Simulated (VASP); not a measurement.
# AlP in VASP: notebook

Runs on AlP. Level: PBE. Tasks: single point.

Program: VASP 6.6.1. These are calculated values, not measurements. Logs are shortened: lines on timing, memory, paths and dates and some standing lists are left out, and cuts for length are marked.

### 1 The cell of the first run

The cell holds a slab with vacuum, 24 atoms: a = 7.788 Å, b = 7.788 Å, c = 23.154 Å, α = 90.00°, β = 90.00°, γ = 120.00°.

### 2 Single point, PBE

INCAR

```
SYSTEM = AlP
PREC = Accurate ; ENCUT = 520
EDIFF = 1E-7 ; ISMEAR = 0
SIGMA = 0.05 ; LREAL = Auto
LASPH = .True. ; NELM = 80
ALGO = Normal ; ISIF = 2
LWAVE = .False. ; LCHARG = .False.
LDIPOL = .True. ; IDIPOL = 3
DIPOL = 0.5 0.5 0.498 ; GGA = PE
NBANDS = 66
```

KPOINTS

```
regular mesh
0
Gamma
  2 2 1
  0 0 0
```

POSCAR

```
AlP
1.0
    7.7877928730      0.0000000000      0.0000000000
   -3.8938964365      6.7444264675      0.0000000000
    0.0000000000      0.0000000000     23.1535445355
P Al
12 12
Direct
    0.5000000000      0.0000000000      0.3455194511
    0.5000000000      0.5000000000      0.3455194511
    0.0000000000      0.0000000000      0.3455194511
    0.0000000000      0.5000000000      0.3455194511
    0.6666666667      0.8333333333      0.4828354946
    0.6666666667      0.3333333333      0.4828354946
    0.1666666667      0.8333333333      0.4828354946
    0.1666666667      0.3333333333      0.4828354946
    0.8333333333      0.6666666667      0.6215525914
    0.8333333333      0.1666666667      0.6215525914
    0.3333333333      0.6666666667      0.6215525914
    0.3333333333      0.1666666667      0.6215525914
    0.1666666667      0.8333333333      0.3798484620
    0.1666666667      0.3333333333      0.3798484620
    0.6666666667      0.8333333333      0.3798484620
    0.6666666667      0.3333333333      0.3798484620
    0.3333333333      0.6666666667      0.5128481886
    0.3333333333      0.1666666667      0.5128481886
    0.8333333333      0.6666666667      0.5128481886
    0.8333333333      0.1666666667      0.5128481886
    0.5000000000      0.5000000000      0.6470443665
    0.5000000000      0.0000000000      0.6470443665
    0.0000000000      0.5000000000      0.6470443665
    0.0000000000      0.0000000000      0.6470443665
```

Potentials or basis: VASP PAW PBE potentials, release 64 (P, Al).

Launch:

```sh
$ cat potpaw_PBE.64/P/POTCAR potpaw_PBE.64/Al/POTCAR > POTCAR
$ mpirun -np 1 vasp_std > vasp.out
```

OUTCAR:

```text
SYSTEM = AlP
   PREC = Accurate
   ENCUT = 520
   EDIFF = 1E-7
   ISMEAR = 0
   LREAL = Auto
   LASPH = .True.
   NELM = 80
   ISIF = 2
   GGA = PE

 ion  position               nearest neighbor table
   1  0.500  0.000  0.346-  13 2.38  16 2.38  15 2.38
   2  0.500  0.500  0.346-  14 2.38  15 2.38  16 2.38
   3  0.000  0.000  0.346-  15 2.38  14 2.38  13 2.38
   4  0.000  0.500  0.346-  16 2.38  13 2.38  14 2.38
   5  0.667  0.833  0.483-  19 2.35  17 2.35  20 2.35  15 2.38
   6  0.667  0.333  0.483-  20 2.35  18 2.35  19 2.35  16 2.38
   7  0.167  0.833  0.483-  17 2.35  19 2.35  18 2.35  13 2.38
   8  0.167  0.333  0.483-  18 2.35  20 2.35  17 2.35  14 2.38
   9  0.833  0.667  0.622-  21 2.32  24 2.32  23 2.32  19 2.52
  10  0.833  0.167  0.622-  22 2.32  23 2.32  24 2.32  20 2.52
[... 8 lines left out ...]
  19  0.833  0.667  0.513-   5 2.35   7 2.35   6 2.35   9 2.52
  20  0.833  0.167  0.513-   6 2.35   8 2.35   5 2.35  10 2.52
  21  0.500  0.500  0.647-   9 2.32  12 2.32  11 2.32
  22  0.500  0.000  0.647-  10 2.32  11 2.32  12 2.32
  23  0.000  0.500  0.647-  11 2.32  10 2.32   9 2.32
  24  0.000  0.000  0.647-  12 2.32   9 2.32  10 2.32

  LATTYP: Found a hexagonal cell.
 ALAT       =     7.7877928730
 C/A-ratio  =     2.9730560267

  Lattice vectors:

 A1 = (   7.7877928730,   0.0000000000,   0.0000000000)
 A2 = (  -3.8938964365,   6.7444264675,   0.0000000000)
 A3 = (   0.0000000000,   0.0000000000,  23.1535445355)

Analysis of symmetry for initial positions (statically):
=====================================================================
 Subroutine PRICEL returns following result:

  LATTYP: Found a hexagonal cell.
 ALAT       =     3.8938964365
 C/A-ratio  =     5.9461120533

  Lattice vectors:

 A1 = (   3.8938964365,   0.0000000000,   0.0000000000)
 A2 = (  -1.9469482182,   3.3722132338,   0.0000000000)
 A3 = (   0.0000000000,   0.0000000000,  23.1535445355)

   4 primitive cells build up your supercell.

 Routine SETGRP: Setting up the symmetry group for a
 hexagonal supercell.

 Subroutine GETGRP returns: Found  6 space group operations
 (whereof  6 operations were pure point group operations)
 out of a pool of 24 trial point group operations.

The static configuration has the point symmetry C_3v.

Analysis of symmetry for dynamics (positions and initial velocities):
=====================================================================
 Subroutine PRICEL returns following result:

  LATTYP: Found a hexagonal cell.
 ALAT       =     3.8938964365
 C/A-ratio  =     5.9461120533

  Lattice vectors:

 A1 = (   3.8938964365,   0.0000000000,   0.0000000000)
 A2 = (  -1.9469482182,   3.3722132338,   0.0000000000)
 A3 = (   0.0000000000,   0.0000000000,  23.1535445355)

   4 primitive cells build up your supercell.

 Routine SETGRP: Setting up the symmetry group for a
 hexagonal supercell.

 Subroutine GETGRP returns: Found  6 space group operations
 (whereof  6 operations were pure point group operations)
 out of a pool of 24 trial point group operations.

The dynamic configuration has the point symmetry C_3v.

 Subroutine INISYM returns: Found  6 space group operations
 (whereof  6 operations are pure point group operations),
 and found     4 'primitive' translations

----------------------------------------------------------------------------------------

                                     Primitive cell

  volume of cell :     304.0303

  direct lattice vectors                    reciprocal lattice vectors
     3.893896436  0.000000000  0.000000000     0.256812172  0.148270576  0.000000000
    -1.946948218  3.372213234  0.000000000     0.000000000  0.296541153  0.000000000
     0.000000000  0.000000000 23.153544536     0.000000000  0.000000000  0.043189931

  length of vectors
     3.893896436  3.893896437 23.153544536     0.296541153  0.296541153  0.043189931

  position of ions in fractional coordinates (direct lattice)
     0.000000000  0.000000000  0.345519451
     0.333333333  0.666666667  0.482835495
     0.666666667  0.333333333  0.621552591
     0.333333333  0.666666667  0.379848462
     0.666666667  0.333333333  0.512848189
     0.000000000  0.000000000  0.647044366

  ion indices of the primitive-cell ions
   primitive index   ion index
                 1           1
                 2           5
                 3          12
                 4          15
                 5          18
                 6          22

----------------------------------------------------------------------------------------

 KPOINTS: regular mesh

Automatic generation of k-mesh.
 Grid dimensions read from file:
 generate k-points for:    2    2    1

 Generating k-lattice:

  Cartesian coordinates                     Fractional coordinates (reciprocal lattice)
     0.064203043  0.037067644  0.000000000     0.500000000  0.000000000  0.000000000
     0.000000000  0.074135288  0.000000000     0.000000000  0.500000000  0.000000000
     0.000000000  0.000000000  0.043189931     0.000000000  0.000000000  1.000000000

  Length of vectors
     0.074135288  0.074135288  0.043189931

  Shift w.r.t. Gamma in fractional coordinates (k-lattice)
     0.000000000  0.000000000  0.000000000

 Subroutine IBZKPT returns following result:
 ===========================================

 Found      2 irreducible k-points:

 Following reciprocal coordinates:
            Coordinates               Weight
  0.000000  0.000000  0.000000      1.000000
  0.500000  0.000000  0.000000      3.000000
   k-points           NKPTS =      2   k-points in BZ     NKDIM =      2   number of bands    NBANDS=     66
   number of dos      NEDOS =    301   number of ions     NIONS =     24
   total plane-waves  NPLWV = 648000
   dimension x,y,z NGX =    60 NGY =   60 NGZ =  180
   dimension x,y,z NGXF=   120 NGYF=  120 NGZF=  360
   ions per type =              12  12
   NGX,Y,Z   is equivalent  to a cutoff of  12.81, 12.81, 12.92 a.u.
   NGXF,Y,Z  is equivalent  to a cutoff of  25.62, 25.62, 25.85 a.u.
 SYSTEM =  AlP
   PREC   = accura    normal or accurate (medium, high low for compatibility)
   ISTART =      0    job   : 0-new  1-cont  2-samecut
   ICHARG =      2    charge: 1-file 2-atom 10-const
   ISPIN  =      1    spin polarized calculation?
   LNONCOLLINEAR =      F non collinear calculations
   LSORBIT =      F    spin-orbit coupling
   LASPH  =      T    aspherical Exc in radial PAW
   ENCUT  =  520.0 eV  38.22 Ry    6.18 a.u.  14.48 14.48 43.05*2*pi/ulx,y,z
   NELM   =     80;   NELMIN=  2; NELMDL= -5     # of ELM steps
   EDIFF  = 0.1E-06   stopping-criterion for ELM
   LREAL  =      T    real-space projection
   EDIFFG = 0.1E-05   stopping-criterion for IOM
   NSW    =      0    number of steps for IOM
   IBRION =     -1    ionic relax: 0-MD 1-quasi-New 2-CG
   NFREE  =      0    steps in history (QN), initial steepest desc. (CG)
   ISIF   =      2    stress and relaxation
   ISYM   =      2    0-nonsym 1-usesym 2-fastsym
   POTIM  = 0.5000    time-step for ionic-motion
   TEBEG  =    0.0;   TEEND  =   0.0 temperature during run
   PSTRESS=    0.0 pullay stress
   NELECT =      96.0000    total number of electrons
   NUPDOWN=      -1.0000    fix difference up-down
   EMIN   =  10.00;   EMAX   =-10.00  energy-range for DOS
   EFERMI =   0.00;   METHOD = LEGACY
   ISMEAR =     0;   SIGMA  =   0.05  broadening in eV -4-tet -1-fermi 0-gaus
   EFERMI_NEDOS =   21; number of points for ismear=-14 and -15
   IALGO  =     38    algorithm
   IMIX   =      4    mixing-type and parameters
     AMIX     =   0.40;   BMIX     =  1.00
     AMIX_MAG =   1.60;   BMIX_MAG =  1.00
  volume/ion in A,a.u.               =      50.67       341.95
  Fermi-wavevector in a.u.,A,eV,Ry     =   0.702273  1.327104  6.710231  0.493188
  Thomas-Fermi vector in A             =   1.786928
   LORBIT       =      0    0 simple, 1 ext, 2 COOP (PROOUT), +10 PAW based schemes
   GGA     = PE    functional components
   LHFCALC =     F    Hartree Fock is set to
   AEXX    =    0.0000 exact exchange contribution
   IVDW    =     0    specifies the selected vdW correction
   LEPSILON=     F    determine dielectric tensor
   LRPA    =     F    only Hartree local field effects (RPA)
 non-spin polarized calculation
 Gauss-broadening in eV      SIGMA  =   0.05
  energy-cutoff  :      520.00
  volume of cell :     1216.12
 maximum number of plane-waves:     32721
 NGX is ok and might be reduce to    60
   NGX = 29   NGY = 29   NGZ = 87

 dipolmoment           0.000000      0.000000      0.040853 electrons x Angstroem

 number of electron      95.9999995 magnetization

 dipolmoment           0.000000      0.000000     -0.938013 electrons x Angstroem

 Free energy of the ion-electron system (eV)
  ---------------------------------------------------
  ext. energy  EPLUGINS =         0.00000000
  ---------------------------------------------------
  free energy    TOTEN  =      -113.43587489 eV

  energy without entropy =     -113.41043715  energy(sigma->0) =     -113.42315602

 E-fermi :  -0.6028     XC(G=0):  -4.3815

 val. band max:       -0.6145543919   @ k =   0.0000   0.0000   0.0000
 cond. band min:      -0.5439603588   @ k =   0.0000   0.0000   0.0000
 fundamental gap:      0.0705940332
 Fermi energy:        -0.6027500946

 k-point     1 :       0.0000    0.0000    0.0000
  band No.  band energies     occupation
      1     -13.4041      2.00000
      2     -12.2343      2.00000
      3     -12.0693      2.00000
      4     -12.0693      2.00000
      5     -12.0693      2.00000
      6     -11.0203      2.00000
[... 52 lines left out ...]
     59       1.2797      0.00000
     60       1.6416      0.00000

 k-point     2 :       0.5000    0.0000    0.0000
  band No.  band energies     occupation
      1     -12.8695      2.00000
      2     -12.8695      2.00000
      3     -12.1056      2.00000
      4     -12.1056      2.00000
      5     -11.7253      2.00000
      6     -11.7253      2.00000
[... 52 lines left out ...]
     59       2.2310      0.00000
     60       2.2310      0.00000
 [bands above 60 left out]

------------------------ aborting loop because EDIFF is reached ----------------------------------------

 vacuum level on the upper side and lower side of the slab       (xc-potential included)        -1.649         1.508

  FORCE on cell =-STRESS in cart. coord.  units (eV):
  Direction    XX          YY          ZZ          XY          YZ          ZX
  --------------------------------------------------------------------------------------
  -------------------------------------------------------------------------------------
  Total       -0.2392652     -0.2392652      5.2799743      0.0000000      0.0000000     -0.0000000
  in kB       -0.3152196     -0.3152196      6.9560948      0.0000000      0.0000000     -0.0000000
  external PRESSURE =       2.1085518 kB  Pullay stress =       0.0000000 kB

 VOLUME and BASIS-vectors are now :
 -----------------------------------------------------------------------------
  energy-cutoff  :      520.00
  volume of cell :     1216.12
      direct lattice vectors                 reciprocal lattice vectors
     7.787792873  0.000000000  0.000000000     0.128406086  0.074135288  0.000000000
    -3.893896436  6.744426468  0.000000000     0.000000000  0.148270576  0.000000000
     0.000000000  0.000000000 23.153544536     0.000000000  0.000000000  0.043189931

 POSITION                                       TOTAL-FORCE (eV/Angst)
 -----------------------------------------------------------------------------------
      3.89390      0.00000      8.00000         0.000000      0.000000      0.116534
      1.94695      3.37221      8.00000         0.000000      0.000000      0.116534
      0.00000      0.00000      8.00000         0.000000      0.000000      0.116534
     -1.94695      3.37221      8.00000         0.000000      0.000000      0.116534
      1.94695      5.62036     11.17935        -0.000000     -0.000000      0.574085
      3.89390      2.24814     11.17935        -0.000000     -0.000000      0.574085
[... 16 lines left out ...]
     -1.94695      3.37221     14.98137        -0.000000     -0.000000     -0.021424
      0.00000      0.00000     14.98137         0.000000      0.000000     -0.021424
 -----------------------------------------------------------------------------------
    total drift:                                0.000002     -0.000001      0.001648

  FREE ENERGIE OF THE ION-ELECTRON SYSTEM (eV)
  ---------------------------------------------------
  free  energy   TOTEN  =      -113.4358748866 eV

  energy  without entropy=     -113.4104371530  energy(sigma->0) =     -113.42315602

 vacuum level on the upper side and lower side of the slab         2.427         5.659
```

Run time: 18 min. Hardware: 1 thread of Intel Xeon Platinum 8375C at 2.90GHz (Ice Lake), shared host; peak memory 1.1 GiB.

What came out:

- Free energy: -113.4359 eV
- Largest force: 0.696 eV/Å
- Band gap on the k mesh: zero (filled and empty bands touch)

Forces in eV/Å, atoms in the order of the input:
```
P    0.000  0.000  0.117
P    0.000  0.000  0.117
P    0.000  0.000  0.117
P    0.000  0.000  0.117
P    0.000  0.000  0.574
P    0.000  0.000  0.574
P    0.000  0.000  0.574
P    0.000  0.000  0.574
P    0.000  0.000  0.021
P    0.000  0.000  0.021
P    0.000  0.000  0.021
P    0.000  0.000  0.021
Al   0.000  0.000 -0.696
Al   0.000  0.000 -0.696
Al   0.000  0.000 -0.696
Al   0.000  0.000 -0.696
Al   0.000  0.000  0.006
Al   0.000  0.000  0.006
Al   0.000  0.000  0.006
Al   0.000  0.000  0.006
Al   0.000  0.000 -0.021
Al   0.000  0.000 -0.021
Al   0.000  0.000 -0.021
Al   0.000  0.000 -0.021
```

Caveat: the k points lie up to 0.47 Å⁻¹ apart.

### 3 Single point, PBE

This run uses another cell than the first one.

INCAR

```
PREC = Accurate ; ENCUT = 520
EDIFF = 1E-6 ; ISMEAR = 0
SIGMA = 0.05 ; LREAL = Auto
LASPH = True ; NELM = 80
ALGO = Normal ; ISIF = 2
LWAVE = False ; LCHARG = True
LDIPOL = True ; IDIPOL = 3
DIPOL = 0.5 0.5 0.421 ; GGA = PE
LELF = True ; LVHAR = True
LVACPOTAV = True ; NBANDS = 66
```

KPOINTS

```
Automatic mesh
0
Gamma
  2 2 1
```

POSCAR

```
AlP
1.0
    7.7877928730      0.0000000000      0.0000000000
   -3.8938964365      6.7444264675      0.0000000000
    0.0000000000      0.0000000000     26.9657445355
P Al
12 12
Direct
    0.5000000000      0.0000000000      0.2966726911
    0.5000000000      0.5000000000      0.2966726911
    0.0000000000      0.0000000000      0.2966726911
    0.0000000000      0.5000000000      0.2966726911
    0.6666666667      0.8333333333      0.4145760972
    0.6666666667      0.3333333333      0.4145760972
    0.1666666667      0.8333333333      0.4145760972
    0.1666666667      0.3333333333      0.4145760972
    0.8332960841      0.6665083395      0.5359307683
    0.8333811130      0.1663856443      0.5359001453
    0.3332364088      0.6665568598      0.5360160139
    0.3332391743      0.1664117596      0.5357166951
    0.1666666667      0.8333333333      0.3261485426
    0.1666666667      0.3333333333      0.3261485426
    0.6666666667      0.8333333333      0.3261485426
    0.6666666667      0.3333333333      0.3261485426
    0.3333696707      0.6666440194      0.4416221737
    0.3334035996      0.1666330733      0.4415194205
    0.8332738975      0.6666291016      0.4416102480
    0.8331994771      0.1665826366      0.4416215443
    0.4999537833      0.5000133010      0.5138818939
    0.5001083324     -0.0001487137      0.5137883982
   -0.0001055669      0.4997630100      0.5138110938
   -0.0001402900     -0.0002416871      0.5136930014
```

Potentials or basis: VASP PAW PBE potentials, release 64 (P, Al).

Launch:

```sh
$ cat potpaw_PBE.64/P/POTCAR potpaw_PBE.64/Al/POTCAR > POTCAR
$ mpirun -np 1 vasp_std > vasp.out
```

OUTCAR:

```text
PREC = Accurate
   ENCUT = 520
   EDIFF = 1E-6
   ISMEAR = 0
   LREAL = Auto
   LASPH = True
   NELM = 80
   ISIF = 2
   GGA = PE

 ion  position               nearest neighbor table
   1  0.500  0.000  0.297-  13 2.38  16 2.38  15 2.38
   2  0.500  0.500  0.297-  14 2.38  15 2.38  16 2.38
   3  0.000  0.000  0.297-  15 2.38  14 2.38  13 2.38
   4  0.000  0.500  0.297-  16 2.38  13 2.38  14 2.38
   5  0.667  0.833  0.415-  20 2.36  19 2.36  17 2.36  15 2.38
   6  0.667  0.333  0.415-  18 2.36  19 2.36  20 2.36  16 2.38
   7  0.167  0.833  0.415-  18 2.36  19 2.36  17 2.36  13 2.38
   8  0.167  0.333  0.415-  18 2.36  17 2.36  20 2.36  14 2.38
[... 497 lines left out ...]
  external PRESSURE =       2.5646964 kB  Pullay stress =       0.0000000 kB

 VOLUME and BASIS-vectors are now :
 -----------------------------------------------------------------------------
  energy-cutoff  :      520.00
  volume of cell :     1416.35
      direct lattice vectors                 reciprocal lattice vectors
     7.787792873  0.000000000  0.000000000     0.128406086  0.074135288  0.000000000
    -3.893896436  6.744426468  0.000000000     0.000000000  0.148270576  0.000000000
     0.000000000  0.000000000 26.965744536     0.000000000  0.000000000  0.037084086

 POSITION                                       TOTAL-FORCE (eV/Angst)
 -----------------------------------------------------------------------------------
      3.89390      0.00000      8.00000        -0.000066     -0.000253      0.086069
      1.94695      3.37221      8.00000         0.000111      0.000529      0.086134
      0.00000      0.00000      8.00000        -0.000412     -0.000051      0.086444
     -1.94695      3.37221      8.00000        -0.000162      0.000479      0.083826
      1.94695      5.62036     11.17935        -0.000403     -0.001249      0.531561
      3.89390      2.24814     11.17935         0.005848      0.003117      0.524242
[... 16 lines left out ...]
      5.84095      3.37061     13.85530         0.004469      0.001432      0.005630
      3.89374      6.74280     13.85211         0.006538     -0.006216      0.002145
 -----------------------------------------------------------------------------------
    total drift:                                0.003982     -0.006450      0.023519

  FREE ENERGIE OF THE ION-ELECTRON SYSTEM (eV)
  ---------------------------------------------------
  free  energy   TOTEN  =      -114.5831006426 eV

  energy  without entropy=     -114.5533325514  energy(sigma->0) =     -114.56821660

 vacuum level on the upper side and lower side of the slab         2.608         4.624
```

Wall time 34 min (1 thread of Intel Xeon Platinum 8375C at 2.90GHz (Ice Lake), shared host); peak memory 1.4 GiB.

What came out:

* Free energy: -114.5831 eV
* Largest force: 0.618 eV/Å
* Band gap on the k mesh: zero (bands 48 and 49 overlap by 0.01 eV)

Forces in eV/Å, atoms in the order of the input:
```
P    0.000  0.000  0.086
P    0.000  0.001  0.086
P    0.000  0.000  0.086
P    0.000  0.000  0.084
P    0.000 -0.001  0.532
P    0.006  0.003  0.524
P    0.000 -0.009  0.530
P   -0.006 -0.002  0.531
P    0.001  0.002 -0.012
P   -0.007  0.007 -0.004
P   -0.003  0.003 -0.018
P   -0.001  0.006  0.005
Al   0.000  0.000 -0.616
Al  -0.001  0.000 -0.615
Al   0.000  0.000 -0.618
Al   0.001  0.000 -0.615
Al  -0.003 -0.001  0.007
Al  -0.006  0.005  0.008
Al   0.003 -0.001  0.004
Al   0.007  0.006 -0.003
Al   0.000 -0.005  0.004
Al   0.000 -0.009  0.006
Al   0.004  0.001  0.006
Al   0.007 -0.006  0.002
```

Caveat: the k points lie up to 0.47 Å⁻¹ apart.

The gap in the log of VASP goes by the Fermi energy; the results here count the filled bands.